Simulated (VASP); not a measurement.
Ag: single point with PBE

Crystal: Ag.

```xyz
3
Lattice="4.1575 0.0000 0.0000 -2.0788 3.6005 0.0000 0.0000 0.0000 2.4865" Properties=species:S:1:pos:R:3 pbc="T T T"
Ag    0.0000    0.0000    0.0000
Ag    0.0000    2.4004    1.2432
Ag    2.0788    1.2002    1.2432
```

This cell differs from its parent crystal: volume scaled by 0.68.

- Program: VASP 6.6.1
- Task: single point
- Functional: PBE
- Potentials or basis: VASP PAW PBE potentials, release 64 (Ag)
- Cutoff: 520 eV
- k mesh: 8 × 8 × 11
- Occupations: fermi-dirac, width 0.05 eV
- Spin: no spin polarisation
- Dipole correction: no
- Further INCAR settings: ALGO = Normal; EDIFF = 1e-07; NBANDS = 24

| Item | Value |
| --- | --- |
| Pressure | 98.2 GPa |

Levels at points of the mesh, in eV from the Fermi level:
| k point | band 13 | band 14 | band 15 | band 16 | band 17 | band 18 | band 19 | band 20 |
| --- | --- | --- | --- | --- | --- | --- | --- | --- |
| (0.00, 0.00, 0.00) | -5.15 | -5.15 | -3.24 | -3.24 | 5.64 | 5.64 | 5.66 | 5.66 |
| (0.50, 0.00, 0.00) | -3.82 | -3.77 | -3.77 | -3.29 | -3.17 | -1.32 | 6.04 | 13.72 |

Run time: 20 s on 1 thread of Intel(R) Xeon(R) 6975P-C (Granite Rapids), with other jobs on the host, peak memory 0.17 GiB.
